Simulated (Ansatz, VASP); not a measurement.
One calculation of PbCl4, two programs

```
CELL_PARAMETERS angstrom
12.98000 0.00000 0.00000
0.00000 11.89000 0.00000
0.00000 0.00000 12.98000
ATOMIC_POSITIONS crystal
Pb 0.49775 0.49846 0.50002
Cl 0.49547 0.37847 0.65335
Cl 0.49547 0.37847 0.34669
Cl 0.65339 0.61487 0.50002
Cl 0.34669 0.62183 0.50002
```

Alike in both runs: task single point; functional PBE; k mesh 1 × 1 × 1; occupations gaussian, width 0.01 eV; non-collinear spin, spin-orbit coupling.

|  | VASP | Ansatz |
| --- | --- | --- |
| version | VASP 6.6.1 | Ansatz 0.2.0 |
| potentials or method | VASP PAW PBE potentials, release 64 (Pb_d, Cl), cutoff 520 eV | plane waves, PAW |
| valence electrons in the cell | 42 | 42 |

```csv
,VASP,Ansatz,Ansatz less VASP
rms of the force components (eV/Å),0.207,0.207,+0.0007
```

Atom by atom the forces differ by 0.001 eV/Å (rms over components). The functional is the same, so the differences come from potentials, cutoffs and numerics. Ansatz's warnings: structure snapped to symmetry, xc potential rough in thin density.
